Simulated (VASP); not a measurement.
# Al (Im-3m) in VASP: a series of runs, part 2 of 2

VASP 6.6.1. The steps go on from the part before.

**3. Relaxation of cell and atoms, PBE, target pressure 230 GPa, at which the enthalpy is minimised**

This run uses another cell than the first one, of 8.23 Å³/atom.

INCAR

```
ALGO = Normal
EDIFF = 1E-6
EDIFFG = -0.005
ENCUT = 600
GGA = PE
IBRION = 2
ISIF = 3
ISMEAR = -1
LASPH = True
LCHARG = False
LREAL = False
LWAVE = False
NELM = 100
NSW = 60
PREC = Accurate
PSTRESS = 2300.0
SIGMA = 0.08
```

KPOINTS

```
k-points
0
Gamma
  21 21 21
```

POSCAR

```
Al
1.0
   -1.2716503644      1.2716503644      1.2716503644
    1.2716503644     -1.2716503644      1.2716503644
    1.2716503644      1.2716503644     -1.2716503644
Al
1
Direct
    0.0000000000      0.0000000000      0.0000000000
```

Potentials or basis: VASP PAW PBE potentials, release 64 (Al).

Command:

```console
$ cat potpaw_PBE.64/Al/POTCAR > POTCAR
$ mpirun -np 1 vasp_std > vasp.out
```

OUTCAR:

```text
EDIFF = 1E-6
   EDIFFG = -0.005
   ENCUT = 600
   GGA = PE
   IBRION = 2
   ISIF = 3
   ISMEAR = -1
   LASPH = True
   LREAL = False
   NELM = 100
   NSW = 60
   PREC = Accurate
   PSTRESS = 2300.0

 ion  position               nearest neighbor table
   1  0.000  0.000  0.000-

  LATTYP: Found a body centered cubic cell.
 ALAT       =     2.5433007288

  Lattice vectors:

 A1 = (  -1.2716503644,   1.2716503644,   1.2716503644)
 A2 = (   1.2716503644,  -1.2716503644,   1.2716503644)
 A3 = (   1.2716503644,   1.2716503644,  -1.2716503644)

Analysis of symmetry for initial positions (statically):
=====================================================================
 Subroutine PRICEL returns:
 Original cell was already a primitive cell.

 Routine SETGRP: Setting up the symmetry group for a
 body centered cubic supercell.

 Subroutine GETGRP returns: Found 48 space group operations
 (whereof 48 operations were pure point group operations)
 out of a pool of 48 trial point group operations.

The static configuration has the point symmetry O_h .

Analysis of symmetry for dynamics (positions and initial velocities):
=====================================================================
 Subroutine PRICEL returns:
 Original cell was already a primitive cell.

 Routine SETGRP: Setting up the symmetry group for a
 body centered cubic supercell.

 Subroutine GETGRP returns: Found 48 space group operations
 (whereof 48 operations were pure point group operations)
 out of a pool of 48 trial point group operations.

The dynamic configuration has the point symmetry O_h .

 Subroutine INISYM returns: Found 48 space group operations
 (whereof 48 operations are pure point group operations),
 and found     1 'primitive' translations

----------------------------------------------------------------------------------------

                                     Primitive cell

  volume of cell :       8.2255

  direct lattice vectors                    reciprocal lattice vectors
    -1.271650364  1.271650364  1.271650364     0.000000000  0.393189837  0.393189837
     1.271650364 -1.271650364  1.271650364     0.393189837  0.000000000  0.393189837
     1.271650364  1.271650364 -1.271650364     0.393189837  0.393189837  0.000000000

  length of vectors
     2.202563041  2.202563041  2.202563041     0.556054401  0.556054401  0.556054401

  position of ions in fractional coordinates (direct lattice)
     0.000000000  0.000000000  0.000000000

  ion indices of the primitive-cell ions
   primitive index   ion index
                 1           1

----------------------------------------------------------------------------------------

 KPOINTS: k-points

Automatic generation of k-mesh.
 Grid dimensions read from file:
 generate k-points for:   21   21   21

 Generating k-lattice:

  Cartesian coordinates                     Fractional coordinates (reciprocal lattice)
     0.000000000  0.018723326  0.018723326     0.047619048  0.000000000  0.000000000
     0.018723326  0.000000000  0.018723326     0.000000000  0.047619048  0.000000000
     0.018723326  0.018723326  0.000000000     0.000000000  0.000000000  0.047619048

  Length of vectors
     0.026478781  0.026478781  0.026478781

  Shift w.r.t. Gamma in fractional coordinates (k-lattice)
     0.000000000  0.000000000  0.000000000

 Subroutine IBZKPT returns following result:
 ===========================================

 Found    286 irreducible k-points:

 Following reciprocal coordinates:
            Coordinates               Weight
  0.000000  0.000000  0.000000      1.000000
  0.047619  0.000000  0.000000     12.000000
  0.095238  0.000000  0.000000     12.000000
  0.142857  0.000000  0.000000     12.000000
  0.190476  0.000000  0.000000     12.000000
  0.238095  0.000000  0.000000     12.000000
[... 16 lines left out ...]
  0.142857  0.095238  0.000000     48.000000
  0.190476  0.095238  0.000000     48.000000
 [... further k-points ...]
   k-points           NKPTS =    286   k-points in BZ     NKDIM =    286   number of bands    NBANDS=      5
   number of dos      NEDOS =    301   number of ions     NIONS =      1
   total plane-waves  NPLWV =   5832
   dimension x,y,z NGX =    18 NGY =   18 NGZ =   18
   dimension x,y,z NGXF=    36 NGYF=   36 NGZF=   36
   ions per type =               1
   NGX,Y,Z   is equivalent  to a cutoff of  13.59, 13.59, 13.59 a.u.
   NGXF,Y,Z  is equivalent  to a cutoff of  27.17, 27.17, 27.17 a.u.
 SYSTEM =  unknown system
   PREC   = accura    normal or accurate (medium, high low for compatibility)
   ISTART =      0    job   : 0-new  1-cont  2-samecut
   ICHARG =      2    charge: 1-file 2-atom 10-const
   ISPIN  =      1    spin polarized calculation?
   LNONCOLLINEAR =      F non collinear calculations
   LSORBIT =      F    spin-orbit coupling
   LASPH  =      T    aspherical Exc in radial PAW
   ENCUT  =  600.0 eV  44.10 Ry    6.64 a.u.   4.40  4.40  4.40*2*pi/ulx,y,z
   NELM   =    100;   NELMIN=  2; NELMDL= -5     # of ELM steps
   EDIFF  = 0.1E-05   stopping-criterion for ELM
   LREAL  =      F    real-space projection
   EDIFFG = -.5E-02   stopping-criterion for IOM
   NSW    =     60    number of steps for IOM
   IBRION =      2    ionic relax: 0-MD 1-quasi-New 2-CG
   NFREE  =      1    steps in history (QN), initial steepest desc. (CG)
   ISIF   =      3    stress and relaxation
   ISYM   =      2    0-nonsym 1-usesym 2-fastsym
   POTIM  = 0.5000    time-step for ionic-motion
   TEBEG  =    0.0;   TEEND  =   0.0 temperature during run
   PSTRESS= 2300.0 pullay stress
   NELECT =       3.0000    total number of electrons
   NUPDOWN=      -1.0000    fix difference up-down
   EMIN   =  10.00;   EMAX   =-10.00  energy-range for DOS
   EFERMI =   0.00;   METHOD = LEGACY
   ISMEAR =    -1;   SIGMA  =   0.08  broadening in eV -4-tet -1-fermi 0-gaus
   EFERMI_NEDOS =   21; number of points for ismear=-14 and -15
   IALGO  =     38    algorithm
   IMIX   =      4    mixing-type and parameters
     AMIX     =   0.40;   BMIX     =  1.00
     AMIX_MAG =   1.60;   BMIX_MAG =  1.00
  volume/ion in A,a.u.               =       8.23        55.51
  Fermi-wavevector in a.u.,A,eV,Ry     =   1.169663  2.210343 18.614297  1.368112
  Thomas-Fermi vector in A             =   2.306133
   LORBIT       =      0    0 simple, 1 ext, 2 COOP (PROOUT), +10 PAW based schemes
   GGA     = PE    functional components
   LHFCALC =     F    Hartree Fock is set to
   AEXX    =    0.0000 exact exchange contribution
   IVDW    =     0    specifies the selected vdW correction
   LEPSILON=     F    determine dielectric tensor
   LRPA    =     F    only Hartree local field effects (RPA)
 conjugate gradient relaxation of ions
 non-spin polarized calculation
  energy-cutoff  :      600.00
  volume of cell :        8.23
 maximum number of plane-waves:       285
 NGX is ok and might be reduce to    18
   NGX =  9   NGY =  9   NGZ =  9

--------------------------------------- Ionic step        1  -------------------------------------------

 number of electron       3.0000000 magnetization

 Free energy of the ion-electron system (eV)
  ---------------------------------------------------
  ext. energy  EPLUGINS =         0.00000000
  ---------------------------------------------------
  free energy    TOTEN  =        -0.36835154 eV

  energy without entropy =       -0.36308432  energy(sigma->0) =       -0.36571793

------------------------ aborting loop because EDIFF is reached ----------------------------------------

  FORCE on cell =-STRESS in cart. coord.  units (eV):
  Direction    XX          YY          ZZ          XY          YZ          ZX
  --------------------------------------------------------------------------------------
  -------------------------------------------------------------------------------------
  Total       11.5104432     11.5104432     11.5104432     -0.0000000     -0.0000000     -0.0000000
  in kB     2242.0199651   2242.0199651   2242.0199651     -0.0000000     -0.0000000     -0.0000000
  external PRESSURE =     -57.9800349 kB  Pullay stress =    2300.0000000 kB
[... 61 lines left out ...]
--------------------------------------- Ionic step        3  -------------------------------------------

 number of electron       3.0000000 magnetization

 Free energy of the ion-electron system (eV)
  ---------------------------------------------------
  ext. energy  EPLUGINS =         0.00000000
  ---------------------------------------------------
  free energy    TOTEN  =        -0.28157564 eV

  energy without entropy =       -0.27631692  energy(sigma->0) =       -0.27894628

 E-fermi :  17.5772     XC(G=0): -13.0777

 val. band max:       17.5621833849   @ k =  -0.3333   0.4762   0.1905
 cond. band min:      17.6032917589   @ k =   0.2857   0.1429   0.0476
 fundamental gap:      0.0411083740
 Fermi energy:        17.5771569810

 k-point     1 :       0.0000    0.0000    0.0000
  band No.  band energies     occupation
      1       0.8871      2.00000
      2      36.1641      0.00000
      3      36.1641      0.00000
      4      36.1641      0.00000
      5      40.6384      0.00000
[... 177 lines left out ...]
 k-point    24 :       0.1905    0.0952    0.0000
  band No.  band energies     occupation
      1       3.7298      2.00000
      2      24.5934      0.00000
      3      28.3963      0.00000
      4      34.1026      0.00000
      5      36.6458      0.00000

 [... further k-points ...]

------------------------ aborting loop because EDIFF is reached ----------------------------------------

  FORCE on cell =-STRESS in cart. coord.  units (eV):
  Direction    XX          YY          ZZ          XY          YZ          ZX
  --------------------------------------------------------------------------------------
  -------------------------------------------------------------------------------------
  Total       11.7160742     11.7160742     11.7160742      0.0000000     -0.0000000     -0.0000000
  in kB     2299.1909988   2299.1909988   2299.1909988      0.0000000     -0.0000000     -0.0000000
  external PRESSURE =      -0.8090012 kB  Pullay stress =    2300.0000000 kB
[... 20 lines left out ...]
  energy  without entropy=       -0.2763169197  energy(sigma->0) =       -0.27894628

  enthalpy is  TOTEN    =        11.4386209734 eV   P V=       11.7201966169

 reached required accuracy - stopping structural energy minimisation
```

OSZICAR:

```text
N       E                     dE             d eps       ncg     rms          rms(c)
DAV:   1     0.326168802296E+01    0.32617E+01   -0.12271E+03  2935   0.420E+02
DAV:   2    -0.485669569702E+00   -0.37474E+01   -0.34799E+01  3890   0.472E+01
[... 16 lines left out ...]
   2 F= 0.11464051E+02 E0= 0.11466668E+02  d E =0.242926E-01
       N       E                     dE             d eps       ncg     rms          rms(c)
DAV:   1    -0.282244576770E+00   -0.43962E+00   -0.37376E-02  2905   0.163E+00    0.290E-01
DAV:   2    -0.281830174266E+00    0.41440E-03   -0.22815E-04  3950   0.160E-01    0.104E-01
DAV:   3    -0.281599813153E+00    0.23036E-03   -0.28060E-05  3340   0.590E-02    0.205E-02
DAV:   4    -0.281574733071E+00    0.25080E-04   -0.48275E-06  3625   0.242E-02    0.230E-02
DAV:   5    -0.281575643506E+00   -0.91044E-06   -0.19879E-07  1695   0.504E-03
   3 F= 0.11438621E+02 E0= 0.11441250E+02  d E =-.113789E-02
```

Run time: 34 s. Hardware: 1 thread of Intel Xeon 8259CL, shared host; peak memory 0.13 GiB.

Results:

```yaml
Free_energy: -0.2816 eV
Relaxed_volume: 8.16 Å³/atom
Relaxed_cell: a = 2.197 Å, b = 2.197 Å, c = 2.197 Å, α = 109.47°, β = 109.47°, γ = 109.47°
Space_group_after_relaxing_to_0.1_Å: Im-3m (No. 229)
Energy_change_on_relaxing_the_run_minimises_the_enthalpy: +86.8 meV/atom
Ionic_steps: 3
Pressure_after_relaxing: 229.9 GPa
Band_gap_on_the_k_mesh: zero (an odd number of electrons rules out a gap without spin polarisation)
```

The path:
```
step  energy change (eV)  largest force (eV/Å)  pressure (GPa)  volume (Å³)
   1              0.0000                0.0000          224.20         8.23
   2              0.5257                0.0000          259.06         7.88
   3              0.0868                0.0000          229.92         8.16
```

Final structure:
```cif
data_structure
_symmetry_space_group_name_H-M 'P 1'
_symmetry_Int_Tables_number 1
_cell_length_a 2.1971
_cell_length_b 2.1971
_cell_length_c 2.1971
_cell_angle_alpha 109.471
_cell_angle_beta 109.471
_cell_angle_gamma 109.471
_cell_volume 8.16
loop_
_atom_site_label
_atom_site_type_symbol
_atom_site_fract_x
_atom_site_fract_y
_atom_site_fract_z
_atom_site_occupancy
Al1 Al 0.00000 0.00000 0.00000 1
```

Caveat: the cell is relaxed towards a set pressure, so the run minimises the enthalpy, not the energy.
